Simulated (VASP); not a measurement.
# Zn (Pm-3m) in VASP: notebook, part 2 of 2

VASP 6.6.1.

## 3. Single point, LDA

This run uses another cell than the first one, of 16.07 Å³/atom, 1.087 times its volume.

INCAR

```
SYSTEM = Zn
ALGO = Normal
EDIFF = 1E-6
ENCUT = 520
ISIF = 2
ISMEAR = -1
LASPH = .TRUE.
LCHARG = .FALSE.
LREAL = .FALSE.
LWAVE = .FALSE.
NBANDS = 12
NELM = 100
PREC = Accurate
SIGMA = 0.1
```

KPOINTS

```
k-points
0
G
  15 15 15
  0 0 0
```

POSCAR

```
Zn
1.0
    2.5235012168      0.0000000000      0.0000000000
    0.0000000000      2.5235012168      0.0000000000
    0.0000000000      0.0000000000      2.5235012168
Zn
1
Direct
    0.0000000000      0.0000000000      0.0000000000
```

Potentials or basis: VASP PAW LDA potentials, release 64 (Zn).

The run is started by

```sh
cat potpaw_LDA.64/Zn/POTCAR > POTCAR
mpirun -np 1 vasp_std > vasp.out
```

OUTCAR:

```text
SYSTEM = Zn
   EDIFF = 1E-6
   ENCUT = 520
   ISIF = 2
   ISMEAR = -1
   LASPH = .TRUE.
   LREAL = .FALSE.
   NELM = 100
   PREC = Accurate

 ion  position               nearest neighbor table
   1  0.000  0.000  0.000-

  LATTYP: Found a simple cubic cell.
 ALAT       =     2.5235012168

  Lattice vectors:

 A1 = (   2.5235012168,   0.0000000000,   0.0000000000)
 A2 = (   0.0000000000,   2.5235012168,   0.0000000000)
 A3 = (   0.0000000000,   0.0000000000,   2.5235012168)

Analysis of symmetry for initial positions (statically):
[... 539 lines left out ...]

------------------------ aborting loop because EDIFF is reached ----------------------------------------

  FORCE on cell =-STRESS in cart. coord.  units (eV):
  Direction    XX          YY          ZZ          XY          YZ          ZX
  --------------------------------------------------------------------------------------
  -------------------------------------------------------------------------------------
  Total        0.0581882      0.0581882      0.0581882     -0.0000000      0.0000000     -0.0000000
  in kB        5.8014284      5.8014284      5.8014284     -0.0000000      0.0000000     -0.0000000
  external PRESSURE =       5.8014284 kB  Pullay stress =       0.0000000 kB

 VOLUME and BASIS-vectors are now :
 -----------------------------------------------------------------------------
  energy-cutoff  :      520.00
  volume of cell :       16.07
      direct lattice vectors                 reciprocal lattice vectors
     2.523501217  0.000000000  0.000000000     0.396274824  0.000000000  0.000000000
     0.000000000  2.523501217  0.000000000     0.000000000  0.396274824  0.000000000
     0.000000000  0.000000000  2.523501217     0.000000000  0.000000000  0.396274824

 POSITION                                       TOTAL-FORCE (eV/Angst)
 -----------------------------------------------------------------------------------
      0.00000      0.00000      0.00000         0.000000      0.000000      0.000000
 -----------------------------------------------------------------------------------
    total drift:                                0.000000      0.000000      0.000000

  FREE ENERGIE OF THE ION-ELECTRON SYSTEM (eV)
  ---------------------------------------------------
  free  energy   TOTEN  =        -1.5871128367 eV

  energy  without entropy=       -1.5754607536  energy(sigma->0) =       -1.58128680
```

Wall time 8.3 s (1 thread of Intel Xeon Platinum 8559C (Emerald Rapids), shared host); peak memory 0.13 GiB.

What came out:

```
Free energy            : -1.5871 eV
Pressure               : 0.6 GPa
Band gap on the k mesh : zero (band 6 reaches 7.49 eV, above the bottom of band 7 at 0.13 eV)
```

Levels at points of the mesh, in eV from the Fermi level:
| k point | band 3 | band 4 | band 5 | band 6 | band 7 | band 8 | band 9 | band 10 |
| --- | --- | --- | --- | --- | --- | --- | --- | --- |
| (0.00, 0.00, 0.00) | -8.35 | -6.90 | -6.90 | -6.90 | 13.20 | 13.20 | 13.20 | 16.34 |

## 4. Single point, LDA (volume scaled by 0.45)

INCAR

```
SYSTEM = Zn
PREC = Accurate ; ENCUT = 520
EDIFF = 1E-6 ; ISMEAR = -1
SIGMA = 0.1 ; LREAL = .False.
LASPH = .True. ; NELM = 80
ALGO = Normal ; ISIF = 2
LWAVE = .False. ; LCHARG = .False.
NBANDS = 12
```

KPOINTS

```
Automatic mesh
0
Gamma
  15 15 15
  0 0 0
```

POSCAR

```
Zn
1.0
    1.9337827851      0.0000000000      0.0000000000
    0.0000000000      1.9337827851      0.0000000000
    0.0000000000      0.0000000000      1.9337827851
Zn
1
Direct
    0.0000000000      0.0000000000      0.0000000000
```

Potentials or basis: VASP PAW LDA potentials, release 64 (Zn).

The run is started by

```sh
cat potpaw_LDA.64/Zn/POTCAR > POTCAR
mpirun -np 1 vasp_std > vasp.out
```

OUTCAR:

```text
SYSTEM = Zn
   PREC = Accurate
   ENCUT = 520
   EDIFF = 1E-6
   ISMEAR = -1
   LREAL = .False.
   LASPH = .True.
   NELM = 80
   ISIF = 2

 ion  position               nearest neighbor table
   1  0.000  0.000  0.000-

  LATTYP: Found a simple cubic cell.
 ALAT       =     1.9337827851

  Lattice vectors:

 A1 = (   1.9337827851,   0.0000000000,   0.0000000000)
 A2 = (   0.0000000000,   1.9337827851,   0.0000000000)
 A3 = (   0.0000000000,   0.0000000000,   1.9337827851)

Analysis of symmetry for initial positions (statically):
=====================================================================
 Subroutine PRICEL returns:
 Original cell was already a primitive cell.

 Routine SETGRP: Setting up the symmetry group for a
 simple cubic supercell.

 Subroutine GETGRP returns: Found 48 space group operations
 (whereof 48 operations were pure point group operations)
 out of a pool of 48 trial point group operations.

The static configuration has the point symmetry O_h .

Analysis of symmetry for dynamics (positions and initial velocities):
=====================================================================
[... 166 lines left out ...]
      3      -3.3370      2.00000
      4       2.0789      2.00000
      5       2.0789      2.00000
      6       2.0789      2.00000
      7      32.6443      0.00000
      8      32.6443      0.00000
      9      32.6443      0.00000
     10      37.6077      0.00000
     11      37.6077      0.00000
     12      44.9768      0.00000
[... 331 lines left out ...]
 k-point    24 :       0.3333    0.2000    0.0000
  band No.  band energies     occupation
      1      -2.9850      2.00000
      2      -2.1484      2.00000
      3      -0.9044      2.00000
      4       0.8645      2.00000
      5       1.6293      2.00000
      6       2.0892      2.00000
      7      15.9183      0.00000
      8      26.8022      0.00000
      9      39.4995      0.00000
     10      40.6945      0.00000
     11      41.6471      0.00000
     12      54.0407      0.00000

 [... further k-points ...]

------------------------ aborting loop because EDIFF is reached ----------------------------------------

  FORCE on cell =-STRESS in cart. coord.  units (eV):
  Direction    XX          YY          ZZ          XY          YZ          ZX
  --------------------------------------------------------------------------------------
  -------------------------------------------------------------------------------------
  Total       18.5753040     18.5753040     18.5753040      0.0000000     -0.0000000      0.0000000
  in kB     4115.5079379   4115.5079379   4115.5079379      0.0000000     -0.0000000      0.0000000
  external PRESSURE =    4115.5079379 kB  Pullay stress =       0.0000000 kB

 VOLUME and BASIS-vectors are now :
 -----------------------------------------------------------------------------
  energy-cutoff  :      520.00
  volume of cell :        7.23
      direct lattice vectors                 reciprocal lattice vectors
     1.933782785  0.000000000  0.000000000     0.517121162  0.000000000  0.000000000
     0.000000000  1.933782785  0.000000000     0.000000000  0.517121162  0.000000000
     0.000000000  0.000000000  1.933782785     0.000000000  0.000000000  0.517121162

 POSITION                                       TOTAL-FORCE (eV/Angst)
 -----------------------------------------------------------------------------------
      0.00000      0.00000      0.00000         0.000000      0.000000      0.000000
 -----------------------------------------------------------------------------------
    total drift:                               -0.000000     -0.000000     -0.000000

  FREE ENERGIE OF THE ION-ELECTRON SYSTEM (eV)
  ---------------------------------------------------
  free  energy   TOTEN  =         3.6724205373 eV

  energy  without entropy=        3.6805599155  energy(sigma->0) =        3.67649023
```

It took 3.2 s on 1 thread of Intel Xeon 6975P-C, shared host; peak memory 0.11 GiB.

What came out:

```yaml
Free_energy: 3.6724 eV
Pressure: 411.6 GPa
Band_gap_on_the_k_mesh: zero (band 6 reaches 20.70 eV, above the bottom of band 7 at 10.01 eV)
```

Caveat: the cell differs from its parent crystal (volume scaled by 0.45).

## 5. Summary

| cell | gap on the mesh (eV) | pressure (GPa) |
| --- | --- | --- |
| a = 2.454 Å, 1 atom | none | 7.9 |
| a = 2.524 Å, 1 atom | none | 0.6 |
| a = 1.934 Å, 1 atom | none | 411.6 |

Alike in all rows: task single point; level LDA; potentials or basis VASP PAW LDA potentials, release 64 (Zn); no spin polarisation; k mesh 15 × 15 × 15; cutoff (eV) 520; smearing fermi-dirac 0.1 eV.

Absolute energies hang on the potentials; compare differences alone.
